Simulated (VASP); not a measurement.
# Ta6HN6 in VASP: single point with r2SCAN

Aim: the single point of Ta6HN6 with r2SCAN.

All numbers are computed with VASP 6.6.1; they aren't measurements. Logs are shortened: lines on timing, memory, paths and dates and some standing lists are left out, and cuts for length are marked.

### Step 1. The cell of the first run

The cell holds a slab with vacuum, 13 atoms: a = 2.902 Å, b = 5.892 Å, c = 25.701 Å, α = 90.00°, β = 90.00°, γ = 90.00°.

### Step 2. Single point, r2SCAN

POSCAR reads:

```
Ta6HN6
1.0
    2.9016586662      0.0000000000      0.0000000000
    0.0000000000      5.8915240703      0.0000000000
    0.0000000000      0.0000000000     25.7010936481
N Ta H
6 6 1
Direct
    0.0000000000      0.2500000000      0.3307252258
    0.0000000000      0.7500000000      0.3959081879
    0.5000000000      0.2500000000      0.4284996689
    0.5000000000      0.7500000000      0.4956117147
    0.0000000000      0.2500000000      0.5297575544
    0.0000000000      0.7500000000      0.5899937574
    0.5000000000      0.0000000000      0.3633167068
    0.5000000000      0.5000000000      0.3633167068
    0.0000000000     -0.0005092238      0.4611505023
    0.0000000000      0.5005092238      0.4611505023
    0.5000000000     -0.0034284194      0.5559891340
    0.5000000000      0.5034284194      0.5559891340
    0.0000000000      0.7500000000      0.6295824498
```

INCAR.step1 reads:

```
PREC     = Accurate       # precision mode
ENCUT    = 520            # plane-wave cutoff, eV
ISMEAR   = 0              # smearing method
SIGMA    = 0.1            # smearing width, eV
LREAL    = False          # projectors in reciprocal space
LASPH    = True           # aspherical terms in the spheres
NELM     = 60             # most SCF steps
LDIPOL   = True         
IDIPOL   = 3            
DIPOL    = 0.5 0.5 0.474
NBANDS   = 60             # bands
GGA      = PE             # functional
ALGO     = Normal         # electronic algorithm
EDIFF    = 1E-4           # SCF threshold, eV
LWAVE    = True           # write WAVECAR
LCHARG   = False          # write CHGCAR
```

INCAR.step2 reads:

```
PREC     = Accurate       # precision mode
ENCUT    = 520            # plane-wave cutoff, eV
EDIFF    = 1E-7           # SCF threshold, eV
ISMEAR   = 0              # smearing method
SIGMA    = 0.1            # smearing width, eV
LREAL    = False          # projectors in reciprocal space
LASPH    = True           # aspherical terms in the spheres
NELM     = 60             # most SCF steps
ALGO     = Normal         # electronic algorithm
ISIF     = 2              # what is computed and relaxed
LWAVE    = False          # write WAVECAR
LCHARG   = False          # write CHGCAR
LDIPOL   = True         
IDIPOL   = 3            
DIPOL    = 0.5 0.5 0.474
METAGGA  = R2SCAN         # meta-GGA
LMIXTAU  = True         
NBANDS   = 60             # bands
ISTART   = 1
```

KPOINTS reads:

```
Automatic mesh
0
Gamma
  10 5 1
```

Potentials or basis: VASP PAW PBE potentials, release 64 (N, Ta_pv, H).

On the command line:

```console
$ cat potpaw_PBE.64/N/POTCAR potpaw_PBE.64/Ta_pv/POTCAR potpaw_PBE.64/H/POTCAR > POTCAR
$ cp INCAR.step1 INCAR
$ mpirun -np 1 vasp_std > vasp.out
$ cp INCAR.step2 INCAR
$ mpirun -np 1 vasp_std > vasp.out
```

OUTCAR:

```text
PREC = Accurate
   ENCUT = 520
   EDIFF = 1E-7
   ISMEAR = 0
   LREAL = False
   LASPH = True
   NELM = 60
   ISIF = 2
   METAGGA = R2SCAN
   ISTART = 1

 ion  position               nearest neighbor table
   1  0.000  0.250  0.331-   7 2.23   8 2.23   7 2.23   8 2.23
   2  0.000  0.750  0.396-   9 2.23  10 2.23   7 2.23   8 2.23   7 2.23   8 2.23
   3  0.500  0.250  0.428-   7 2.23   8 2.23   9 2.23  10 2.23   9 2.23  10 2.23
   4  0.500  0.750  0.496-  11 2.13  12 2.13   9 2.25  10 2.25   9 2.25  10 2.25
   5  0.000  0.250  0.530-  11 2.19  12 2.19  11 2.19  12 2.19   9 2.30  10 2.30
   6  0.000  0.750  0.590-  13 1.02  12 2.23  11 2.23  11 2.23  12 2.23
   7  0.500  0.000  0.363-   1 2.23   1 2.23   2 2.23   2 2.23   3 2.23   9 2.90   9 2.90   8 2.95
                             8 2.95
   8  0.500  0.500  0.363-   1 2.23   1 2.23   2 2.23   2 2.23   3 2.23  10 2.90  10 2.90   7 2.95
                             7 2.95
   9  0.000  0.999  0.461-   2 2.23   3 2.23   3 2.23   4 2.25   4 2.25   5 2.30  11 2.84  11 2.84
                             7 2.90   7 2.90  10 2.94  10 2.95
  10  0.000  0.501  0.461-   2 2.23   3 2.23   3 2.23   4 2.25   4 2.25   5 2.30  12 2.84  12 2.84
                             8 2.90   8 2.90   9 2.94   9 2.95
  11  0.500  0.997  0.556-   4 2.13   5 2.19   5 2.19   6 2.23   6 2.23   9 2.84   9 2.84  12 2.91
                            12 2.99
  12  0.500  0.503  0.556-   4 2.13   5 2.19   5 2.19   6 2.23   6 2.23  10 2.84  10 2.84  11 2.91
                            11 2.99
  13  0.000  0.750  0.630-   6 1.02

  LATTYP: Found a simple orthorhombic cell.
 ALAT       =     2.9016586662
 B/A-ratio  =     2.0303987298
 C/A-ratio  =     8.8573800728

  Lattice vectors:

 A1 = (   2.9016586662,   0.0000000000,   0.0000000000)
 A2 = (   0.0000000000,   5.8915240703,   0.0000000000)
 A3 = (   0.0000000000,   0.0000000000,  25.7010936481)

Analysis of symmetry for initial positions (statically):
=====================================================================
 Subroutine PRICEL returns:
 Original cell was already a primitive cell.

 Routine SETGRP: Setting up the symmetry group for a
 simple orthorhombic supercell.

 Subroutine GETGRP returns: Found  4 space group operations
 (whereof  2 operations were pure point group operations)
 out of a pool of  8 trial point group operations.

The static configuration has the point symmetry C_1h.
 The point group associated with its full space group is C_2v.

Analysis of symmetry for dynamics (positions and initial velocities):
=====================================================================
 Subroutine PRICEL returns:
[... 147 lines left out ...]
  Fermi-wavevector in a.u.,A,eV,Ry     =   0.989442  1.869774 13.320034  0.978995
  Thomas-Fermi vector in A             =   2.121041
   LORBIT       =      0    0 simple, 1 ext, 2 COOP (PROOUT), +10 PAW based schemes
   METAGGA = R2SCAN    functional components
   LHFCALC =     F    Hartree Fock is set to
   AEXX    =    0.0000 exact exchange contribution
   IVDW    =     0    specifies the selected vdW correction
   LEPSILON=     F    determine dielectric tensor
   LRPA    =     F    only Hartree local field effects (RPA)
 non-spin polarized calculation
 Gauss-broadening in eV      SIGMA  =   0.10
  energy-cutoff  :      520.00
  volume of cell :      439.37
 maximum number of plane-waves:     11883
 NGX is ok and might be reduce to    24
   NGX = 11   NGY = 21   NGZ = 95

 number of electron      97.0000004 magnetization

 dipolmoment           0.000000      0.000000     -0.181984 electrons x Angstroem

 Free energy of the ion-electron system (eV)
  ---------------------------------------------------
  ext. energy  EPLUGINS =         0.00000000
  ---------------------------------------------------
  free energy    TOTEN  =      -357.09328977 eV

  energy without entropy =     -357.07194659  energy(sigma->0) =     -357.08261818

 E-fermi :  -0.3773     XC(G=0):  -5.0352

 val. band max:       -0.3805096374   @ k =   0.1000   0.0000   0.0000
 cond. band min:      -0.3540425593   @ k =   0.2000   0.2000   0.0000
 fundamental gap:      0.0264670781
 Fermi energy:        -0.3773456035

 k-point     1 :       0.0000    0.0000    0.0000
  band No.  band energies     occupation
      1     -37.3633      2.00000
      2     -37.3397      2.00000
      3     -37.2164      2.00000
      4     -37.1920      2.00000
      5     -37.0444      2.00000
      6     -36.9833      2.00000
[... 1123 lines left out ...]
     59       4.0988      0.00000
     60       4.1863      0.00000

------------------------ aborting loop because EDIFF is reached ----------------------------------------

 vacuum level on the upper side and lower side of the slab       (xc-potential included)        -0.934         0.956

  FORCE on cell =-STRESS in cart. coord.  units (eV):
  Direction    XX          YY          ZZ          XY          YZ          ZX
  --------------------------------------------------------------------------------------
  -------------------------------------------------------------------------------------
  Total       -5.5210381     -6.9372041     -1.7739619      0.0000000      0.0000000      0.0000000
  in kB      -20.1328723    -25.2970261     -6.4688830      0.0000000      0.0000000      0.0000000
  external PRESSURE =     -17.2995938 kB  Pullay stress =       0.0000000 kB

 VOLUME and BASIS-vectors are now :
 -----------------------------------------------------------------------------
  energy-cutoff  :      520.00
  volume of cell :      439.37
      direct lattice vectors                 reciprocal lattice vectors
     2.901658666  0.000000000  0.000000000     0.344630473  0.000000000  0.000000000
     0.000000000  5.891524070  0.000000000     0.000000000  0.169735367  0.000000000
     0.000000000  0.000000000 25.701093648     0.000000000  0.000000000  0.038908850

 POSITION                                       TOTAL-FORCE (eV/Angst)
 -----------------------------------------------------------------------------------
      0.00000      1.47288      8.50000         0.000000     -0.000000      2.573380
      0.00000      4.41864     10.17527         0.000000     -0.000000      0.432725
      1.45083      1.47288     11.01291         0.000000     -0.000000     -0.529168
      1.45083      4.41864     12.73776         0.000000     -0.000000      0.013068
      0.00000      1.47288     13.61535         0.000000     -0.000000      0.016123
      0.00000      4.41864     15.16348         0.000000     -0.000000     -0.014761
      1.45083      0.00000      9.33764         0.000000      2.601725     -1.328608
      1.45083      2.94576      9.33764         0.000000     -2.601725     -1.328608
      0.00000      5.88852     11.85207         0.000000     -0.000376     -0.011318
      0.00000      2.94876     11.85207         0.000000      0.000376     -0.011318
      1.45083      5.87133     14.28953         0.000000      0.019967      0.054607
      1.45083      2.96596     14.28953         0.000000     -0.019967      0.054607
      0.00000      4.41864     16.18096         0.000000     -0.000000      0.079270
 -----------------------------------------------------------------------------------
    total drift:                                0.000000      0.000000     -0.000977

  FREE ENERGIE OF THE ION-ELECTRON SYSTEM (eV)
  ---------------------------------------------------
  free  energy   TOTEN  =      -357.0932897655 eV

  energy  without entropy=     -357.0719465876  energy(sigma->0) =     -357.08261818

 vacuum level on the upper side and lower side of the slab         2.812         4.745
```

OUTCAR.step1:

```text
PREC = Accurate
   ENCUT = 520
   ISMEAR = 0
   LREAL = False
   LASPH = True
   NELM = 60
   GGA = PE
   EDIFF = 1E-4

 ion  position               nearest neighbor table
[... 1403 lines left out ...]
      0.00000      4.41864     16.18096         0.000000     -0.000000      0.291967
 -----------------------------------------------------------------------------------
    total drift:                                0.000000      0.000000      0.001374

  FREE ENERGIE OF THE ION-ELECTRON SYSTEM (eV)
  ---------------------------------------------------
  free  energy   TOTEN  =      -130.5052872357 eV

  energy  without entropy=     -130.4823049339  energy(sigma->0) =     -130.49379608

 vacuum level on the upper side and lower side of the slab         2.826         4.694
```

OSZICAR.step1:

```text
N       E                     dE             d eps       ncg     rms          rms(c)
DAV:   1     0.873103915033E+03    0.87310E+03   -0.51670E+04  2664   0.140E+03
DAV:   2    -0.659140751061E+02   -0.93902E+03   -0.91355E+03  2648   0.374E+02
DAV:   3    -0.145656595004E+03   -0.79743E+02   -0.77923E+02  2556   0.101E+02
[... 15 lines left out ...]
DAV:  19    -0.130504363832E+03   -0.23329E-03   -0.34932E-04  2072   0.924E-02    0.312E-02
DAV:  20    -0.130504747624E+03   -0.38379E-03   -0.20939E-04  1812   0.647E-02    0.368E-02
DAV:  21    -0.130504948586E+03   -0.20096E-03   -0.52907E-05  1612   0.305E-02    0.363E-02
DAV:  22    -0.130505203007E+03   -0.25442E-03   -0.62864E-05  1588   0.315E-02    0.130E-02
DAV:  23    -0.130505287236E+03   -0.84228E-04   -0.27115E-05  1388   0.227E-02
   1 F= -.13050529E+03 E0= -.13049380E+03  d E =-.229823E-01
```

It took 45 min on 1 thread of Intel Xeon 6975P-C (Granite Rapids), shared host; peak memory 0.76 GiB.

Results:

| Property | Result |
| --- | --- |
| Free energy | -357.0933 eV |
| Largest force | 2.921 eV/Å |
| Band gap on the k mesh | zero (an odd number of electrons rules out a gap without spin polarisation) |

Forces on the atoms (eV/Å):
```
N    0.000  0.000  2.573
N    0.000  0.000  0.433
N    0.000  0.000 -0.529
N    0.000  0.000  0.013
N    0.000  0.000  0.016
N    0.000  0.000 -0.015
Ta   0.000  2.602 -1.329
Ta   0.000 -2.602 -1.329
Ta   0.000  0.000 -0.011
Ta   0.000  0.000 -0.011
Ta   0.000  0.020  0.055
Ta   0.000 -0.020  0.055
H    0.000  0.000  0.079
```

Levels at points of the mesh, in eV from the Fermi level:
```tsv
k point	band 44	band 45	band 46	band 47	band 48	band 49	band 50	band 51	band 52	band 53
(0.00, 0.00, 0.00)	-2.77	-1.76	-1.71	-1.04	-0.32	-0.17	-0.08	0.34	1.04	1.05
(0.50, 0.00, 0.00)	-1.77	-1.75	-1.59	-0.45	-0.35	0.34	1.34	1.41	1.54	2.39
```

Caveat: the PAW data sets were made with another functional, which shifts forces and pressure a little; spin-orbit coupling is left out, which moves the levels of the heavy elements.

The gap in the log of VASP goes by the Fermi energy; the results here count the filled bands.